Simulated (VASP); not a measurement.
A run of VASP 6.6.1:

INCAR

```
PREC = Accurate ; ENCUT = 600
EDIFF = 1E-6 ; ISMEAR = 0
SIGMA = 0.02 ; LREAL = False
LASPH = True ; NELM = 120
ALGO = Normal ; ISIF = 2
LWAVE = False ; LCHARG = False
GGA = PE ; NBANDS = 46
GGA_COMPAT = False
```

The input KPOINTS:

```
Automatic mesh
0
Gamma
  6 6 6
```

POSCAR

```
Be2ZnO3
1.0
    4.2718917943     -2.4555144487      0.0000000000
    4.2718917943      2.4555144487      0.0000000000
    0.0000000000      0.0000000000      4.5367158775
Be Zn O
4 2 6
Direct
    0.5138248541      0.8340762517      0.5051001917
    0.8340762517      0.5138248541      0.0051001917
    0.1659237483      0.4861751459      0.5051001917
    0.4861751459      0.1659237483      0.0051001917
    0.1805160204      0.8194839796      0.9951227219
    0.8194839796      0.1805160204      0.4951227219
    0.5503809928      0.8356242051      0.8640168234
    0.1643757949      0.4496190072      0.8640168234
    0.7828316181      0.2171683819      0.9309432479
    0.8356242051      0.5503809928      0.3640168234
    0.4496190072      0.1643757949      0.3640168234
    0.2171683819      0.7828316181      0.4309432479
```

Potentials or basis: VASP PAW PBE potentials, release 64 (Be, Zn, O).

Launch:

```bash
$ cat potpaw_PBE.64/Be/POTCAR potpaw_PBE.64/Zn/POTCAR potpaw_PBE.64/O/POTCAR > POTCAR
$ mpirun -np 1 vasp_std > vasp.out
```

Hardware: 1 thread of Oxide Virtual Turin-like Processor, on a shared host.

Question: Estimate the wall time of this run.

Answer: Run time: 9.2 min on 1 thread of Oxide Virtual Turin-like Processor, on a shared host, peak memory 0.32 GiB. Counts: scf iterations 17, k points 52.
